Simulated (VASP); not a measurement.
# Si (Fmmm) in VASP: a series of runs

Runs on Si. Level: PBE. Tasks: single point.

All numbers are computed with VASP 6.6.1; they aren't measurements. Logs are shortened: lines on timing, memory, paths and dates and some standing lists are left out, and cuts for length are marked.

## 1. The cell of the first run

It takes space group Fmmm (No. 69, orthorhombic). The conventional cell has a = 3.861 Å, b = 10.196 Å, c = 10.858 Å, α = 90.00°, β = 90.00°, γ = 90.00°. Within 3.2 Å of Si (site symmetry m2m) lie 4 Si at 2.42 to 2.66 Å. Si (site symmetry mm2) has 4 Si at 2.48 to 2.66 Å within 3.3 Å.

## 2. Single point, PBE

INCAR reads:

```
ALGO     = Normal         # electronic algorithm
EDIFF    = 1E-6           # SCF threshold, eV
ENCUT    = 520            # plane-wave cutoff, eV
GGA      = PE             # functional
ISIF     = 2              # what is computed and relaxed
ISMEAR   = 0              # smearing method
LASPH    = T              # aspherical terms in the spheres
LCHARG   = F              # write CHGCAR
LREAL    = F              # projectors in reciprocal space
LWAVE    = F              # write WAVECAR
NBANDS   = 16             # bands
NELM     = 60             # most SCF steps
PREC     = Accurate       # precision mode
SIGMA    = 0.05           # smearing width, eV
```

KPOINTS reads:

```
k-points
0
Gamma
  10 10 10
```

POSCAR reads:

```
Si
1.0
   -3.8390567414      3.8390567414      1.9304179815
    3.8390567414     -3.8390567414      1.9304179815
    3.6048659162      3.6048659162     -1.9304179815
Si
4
Direct
    0.1786105079      0.1786105079      0.3572210158
    0.8213894921      0.8213894921      0.6427789842
    0.1786105079      0.8213894921      0.0000000000
    0.8213894921      0.1786105079      0.0000000000
```

Potentials or basis: VASP PAW PBE potentials, release 64 (Si).

Started as:

```console
$ cat potpaw_PBE.64/Si/POTCAR > POTCAR
$ mpirun -np 1 vasp_std > vasp.out
```

OUTCAR:

```text
EDIFF = 1E-6
   ENCUT = 520
   GGA = PE
   ISIF = 2
   ISMEAR = 0
   LASPH = T
   LREAL = F
   NELM = 60
   PREC = Accurate

 ion  position               nearest neighbor table
   1  0.179  0.179  0.357-   2 2.42   2 2.42   3 2.66   4 2.66
   2  0.821  0.821  0.643-   1 2.42   1 2.42   4 2.66   3 2.66
   3  0.179  0.821  0.000-   4 2.48   4 2.48   2 2.66   1 2.66
   4  0.821  0.179  0.000-   3 2.48   3 2.48   2 2.66   1 2.66

  LATTYP: Found a face centered orthorhombic cell.
 ALAT       =     3.8608359630
 B/A-ratio  =     2.6409048807
 C/A-ratio  =     2.8124717872

  Lattice vectors:

 A1 = (  -0.2341908252,   7.4439226576,   0.0000000000)
 A2 = (  -3.8390567414,   3.8390567414,   1.9304179815)
 A3 = (   3.6048659162,   3.6048659162,   1.9304179815)

Analysis of symmetry for initial positions (statically):
=====================================================================
 Subroutine PRICEL returns:
 Original cell was already a primitive cell.

 Routine SETGRP: Setting up the symmetry group for a
 face centered orthorhombic supercell.

 Subroutine GETGRP returns: Found  8 space group operations
 (whereof  8 operations were pure point group operations)
 out of a pool of  8 trial point group operations.

The static configuration has the point symmetry D_2h.

Analysis of symmetry for dynamics (positions and initial velocities):
=====================================================================
 Subroutine PRICEL returns:
 Original cell was already a primitive cell.

 Routine SETGRP: Setting up the symmetry group for a
 face centered orthorhombic supercell.

 Subroutine GETGRP returns: Found  8 space group operations
 (whereof  8 operations were pure point group operations)
 out of a pool of  8 trial point group operations.

The dynamic configuration has the point symmetry D_2h.

 Subroutine INISYM returns: Found  8 space group operations
 (whereof  8 operations are pure point group operations),
 and found     1 'primitive' translations

----------------------------------------------------------------------------------------

                                     Primitive cell

  volume of cell :     106.8624

  direct lattice vectors                    reciprocal lattice vectors
    -3.839056741  3.839056741  1.930417981     0.004230544  0.134470870  0.259011263
     3.839056741 -3.839056741  1.930417981     0.134470870  0.004230544  0.259011263
     3.604865916  3.604865916 -1.930417981     0.138701414  0.138701414  0.000000000

  length of vectors
     5.762224129  5.762224129  5.451296188     0.291868372  0.291868372  0.196153421

  position of ions in fractional coordinates (direct lattice)
     0.178610508  0.178610508  0.357221016
     0.821389492  0.821389492  0.642778984
     0.178610508  0.821389492  0.000000000
     0.821389492  0.178610508  0.000000000

  ion indices of the primitive-cell ions
   primitive index   ion index
                 1           1
                 2           2
                 3           3
                 4           4

----------------------------------------------------------------------------------------

 KPOINTS: k-points

Automatic generation of k-mesh.
 Grid dimensions read from file:
 generate k-points for:   10   10   10

 Generating k-lattice:

  Cartesian coordinates                     Fractional coordinates (reciprocal lattice)
     0.000423054  0.013447087  0.025901126     0.100000000  0.000000000  0.000000000
     0.013447087  0.000423054  0.025901126     0.000000000  0.100000000  0.000000000
     0.013870141  0.013870141  0.000000000     0.000000000  0.000000000  0.100000000

  Length of vectors
     0.029186837  0.029186837  0.019615342

  Shift w.r.t. Gamma in fractional coordinates (k-lattice)
     0.000000000  0.000000000  0.000000000

 Subroutine IBZKPT returns following result:
 ===========================================

 Found    171 irreducible k-points:

 Following reciprocal coordinates:
            Coordinates               Weight
  0.000000  0.000000  0.000000      1.000000
  0.100000 -0.000000  0.000000      8.000000
  0.200000 -0.000000  0.000000      8.000000
  0.300000 -0.000000  0.000000      8.000000
  0.400000  0.000000 -0.000000      8.000000
  0.500000 -0.000000  0.000000      4.000000
[... 16 lines left out ...]
  0.300000  0.300000  0.000000      4.000000
  0.400000  0.300000  0.000000      8.000000
 [... further k-points ...]
   k-points           NKPTS =    171   k-points in BZ     NKDIM =    171   number of bands    NBANDS=     16
   number of dos      NEDOS =    301   number of ions     NIONS =      4
   total plane-waves  NPLWV =  96768
   dimension x,y,z NGX =    48 NGY =   48 NGZ =   42
   dimension x,y,z NGXF=    96 NGYF=   96 NGZF=   84
   ions per type =               4
   NGX,Y,Z   is equivalent  to a cutoff of  13.85, 13.85, 12.81 a.u.
   NGXF,Y,Z  is equivalent  to a cutoff of  27.70, 27.70, 25.62 a.u.
 SYSTEM =  unknown system
   PREC   = accura    normal or accurate (medium, high low for compatibility)
   ISTART =      0    job   : 0-new  1-cont  2-samecut
   ICHARG =      2    charge: 1-file 2-atom 10-const
   ISPIN  =      1    spin polarized calculation?
   LNONCOLLINEAR =      F non collinear calculations
   LSORBIT =      F    spin-orbit coupling
   LASPH  =      T    aspherical Exc in radial PAW
   ENCUT  =  520.0 eV  38.22 Ry    6.18 a.u.  10.71 10.71 10.14*2*pi/ulx,y,z
   NELM   =     60;   NELMIN=  2; NELMDL= -5     # of ELM steps
   EDIFF  = 0.1E-05   stopping-criterion for ELM
   LREAL  =      F    real-space projection
   EDIFFG = 0.1E-04   stopping-criterion for IOM
   NSW    =      0    number of steps for IOM
   IBRION =     -1    ionic relax: 0-MD 1-quasi-New 2-CG
   NFREE  =      0    steps in history (QN), initial steepest desc. (CG)
   ISIF   =      2    stress and relaxation
   ISYM   =      2    0-nonsym 1-usesym 2-fastsym
   POTIM  = 0.5000    time-step for ionic-motion
   TEBEG  =    0.0;   TEEND  =   0.0 temperature during run
   PSTRESS=    0.0 pullay stress
   NELECT =      16.0000    total number of electrons
   NUPDOWN=      -1.0000    fix difference up-down
   EMIN   =  10.00;   EMAX   =-10.00  energy-range for DOS
   EFERMI =   0.00;   METHOD = LEGACY
   ISMEAR =     0;   SIGMA  =   0.05  broadening in eV -4-tet -1-fermi 0-gaus
   EFERMI_NEDOS =   21; number of points for ismear=-14 and -15
   IALGO  =     38    algorithm
   IMIX   =      4    mixing-type and parameters
     AMIX     =   0.40;   BMIX     =  1.00
     AMIX_MAG =   1.60;   BMIX_MAG =  1.00
  volume/ion in A,a.u.               =      26.72       180.29
  Fermi-wavevector in a.u.,A,eV,Ry     =   0.869307  1.642752 10.281849  0.755695
  Thomas-Fermi vector in A             =   1.988110
   LORBIT       =      0    0 simple, 1 ext, 2 COOP (PROOUT), +10 PAW based schemes
   GGA     = PE    functional components
   LHFCALC =     F    Hartree Fock is set to
   AEXX    =    0.0000 exact exchange contribution
   IVDW    =     0    specifies the selected vdW correction
   LEPSILON=     F    determine dielectric tensor
   LRPA    =     F    only Hartree local field effects (RPA)
 non-spin polarized calculation
 Gauss-broadening in eV      SIGMA  =   0.05
  energy-cutoff  :      520.00
  volume of cell :      106.86
 maximum number of plane-waves:      2900
 NGX is ok and might be reduce to    48
   NGX = 21   NGY = 21   NGZ = 21

 number of electron      15.9999999 magnetization

 Free energy of the ion-electron system (eV)
  ---------------------------------------------------
  ext. energy  EPLUGINS =         0.00000000
  ---------------------------------------------------
  free energy    TOTEN  =       -20.16423224 eV

  energy without entropy =      -20.16395220  energy(sigma->0) =      -20.16409222

 E-fermi :   3.4313     XC(G=0):  -8.2252

 val. band max:        3.4229901431   @ k =   0.5000   0.5000   0.5000
 cond. band min:       3.4568706356   @ k =   0.3000   0.2000   0.2000
 fundamental gap:      0.0338804925
 Fermi energy:         3.4312619066

 k-point     1 :       0.0000    0.0000    0.0000
  band No.  band energies     occupation
      1      -7.2196      2.00000
      2      -4.5275      2.00000
      3      -1.9154      2.00000
      4      -1.4367      2.00000
      5       0.4761      2.00000
      6       2.4827      2.00000
[... 8 lines left out ...]
     15      10.0296      0.00000
     16      10.2112      0.00000

 k-point     2 :       0.1000   -0.0000    0.0000
  band No.  band energies     occupation
      1      -7.1157      2.00000
      2      -4.4899      2.00000
      3      -1.9063      2.00000
      4      -1.4481      2.00000
      5       0.5451      2.00000
      6       1.9124      2.00000
[... 8 lines left out ...]
     15       9.3148      0.00000
     16      10.1077      0.00000

 k-point     3 :       0.2000   -0.0000    0.0000
  band No.  band energies     occupation
      1      -6.8083      2.00000
      2      -4.3639      2.00000
      3      -2.0897      2.00000
      4      -1.4259      2.00000
      5       0.6387      2.00000
      6       1.0122      2.00000
[... 8 lines left out ...]
     15       8.6492      0.00000
     16       8.7705      0.00000

 k-point     4 :       0.3000   -0.0000    0.0000
  band No.  band energies     occupation
      1      -6.3153      2.00000
      2      -4.1275      2.00000
      3      -2.6445      2.00000
      4      -1.6445      2.00000
      5       0.2534      2.00000
      6       0.7325      2.00000
[... 8 lines left out ...]
     15       9.1035      0.00000
     16       9.6591      0.00000

 k-point     5 :       0.4000    0.0000   -0.0000
  band No.  band energies     occupation
      1      -5.6961      2.00000
      2      -3.7939      2.00000
      3      -3.4326      2.00000
      4      -2.1795      2.00000
      5      -0.0197      2.00000
      6       0.6974      2.00000
[... 8 lines left out ...]
     15       8.5655      0.00000
     16      10.7159      0.00000

 k-point     6 :       0.5000   -0.0000    0.0000
  band No.  band energies     occupation
      1      -5.2778      2.00000
      2      -3.9372      2.00000
      3      -3.5589      2.00000
      4      -2.5179      2.00000
      5      -0.0725      2.00000
      6       0.6638      2.00000
[... 8 lines left out ...]
     15       8.9481      0.00000
     16      10.6037      0.00000
[... 267 lines left out ...]
 k-point    21 :      -0.3000    0.2000    0.0000
  band No.  band energies     occupation
      1      -6.8981      2.00000
      2      -5.0487      2.00000
      3      -1.9012      2.00000
      4      -1.1107      2.00000
      5       1.0503      2.00000
      6       1.7504      2.00000
[... 8 lines left out ...]
     15       8.5166      0.00000
     16       9.8783      0.00000

 k-point    22 :      -0.2000    0.2000    0.0000
  band No.  band energies     occupation
      1      -7.0718      2.00000
      2      -4.9470      2.00000
      3      -1.7579      2.00000
      4      -1.3386      2.00000
      5       0.8821      2.00000
      6       2.2292      2.00000
[... 8 lines left out ...]
     15       8.9562      0.00000
     16      10.3164      0.00000

 k-point    23 :       0.3000    0.3000    0.0000
  band No.  band energies     occupation
      1      -5.3376      2.00000
      2      -4.4276      2.00000
      3      -3.5900      2.00000
      4      -1.8866      2.00000
      5      -0.1917      2.00000
      6       1.4146      2.00000
[... 8 lines left out ...]
     15       8.2411      0.00000
     16      10.5627      0.00000

 k-point    24 :       0.4000    0.3000    0.0000
  band No.  band energies     occupation
      1      -5.8261      2.00000
      2      -4.9942      2.00000
      3      -2.9126      2.00000
      4      -1.1935      2.00000
      5       0.0867      2.00000
      6       1.2010      2.00000
[... 8 lines left out ...]
     15       9.1682      0.00000
     16      10.1208      0.00000

 [... further k-points ...]
[... 5 lines left out ...]
  --------------------------------------------------------------------------------------
  -------------------------------------------------------------------------------------
  Total       -9.0577595     -9.0577595     -2.0185249      1.7270991     -0.0000000     -0.0000000
  in kB     -135.8020652   -135.8020652    -30.2635384     25.8942203     -0.0000000     -0.0000000
  external PRESSURE =    -100.6225563 kB  Pullay stress =       0.0000000 kB

 VOLUME and BASIS-vectors are now :
 -----------------------------------------------------------------------------
  energy-cutoff  :      520.00
  volume of cell :      106.86
      direct lattice vectors                 reciprocal lattice vectors
    -3.839056741  3.839056741  1.930417981     0.004230544  0.134470870  0.259011263
     3.839056741 -3.839056741  1.930417981     0.134470870  0.004230544  0.259011263
     3.604865916  3.604865916 -1.930417981     0.138701414  0.138701414  0.000000000

 POSITION                                       TOTAL-FORCE (eV/Angst)
 -----------------------------------------------------------------------------------
      1.28773      1.28773     -0.00000        -0.403635     -0.403635      0.000000
      2.31713      2.31713      1.93042         0.403635      0.403635      0.000000
      2.46766     -2.46766      1.93042         0.225073     -0.225073     -0.000000
     -2.46766      2.46766      1.93042        -0.225073      0.225073     -0.000000
 -----------------------------------------------------------------------------------
    total drift:                               -0.000000     -0.000000     -0.000000

  FREE ENERGIE OF THE ION-ELECTRON SYSTEM (eV)
  ---------------------------------------------------
  free  energy   TOTEN  =       -20.1642322382 eV

  energy  without entropy=      -20.1639522023  energy(sigma->0) =      -20.16409222
```

It took 5.9 min on 1 thread of Intel Xeon Platinum 8259CL at 2.50GHz (Skylake/Cascade Lake), shared host; peak memory 0.42 GiB.

Results:

```yaml
Free_energy: -20.1642 eV
Pressure: -10.1 GPa
Largest_force: 0.571 eV/Å
Band_gap_on_the_k_mesh: zero (bands 8 and 9 overlap by 0.06 eV)
```

Forces on the atoms (eV/Å):
```
Si  -0.404 -0.404  0.000
Si   0.404  0.404  0.000
Si   0.225 -0.225  0.000
Si  -0.225  0.225  0.000
```

Caveat: the stress differs along the axes, from -14 to -3 GPa; semilocal functionals underestimate gaps, and a narrow one can read as zero.

(Continued in part 2 of 3.)

The gap in the log of VASP goes by the Fermi energy; the results here count the filled bands.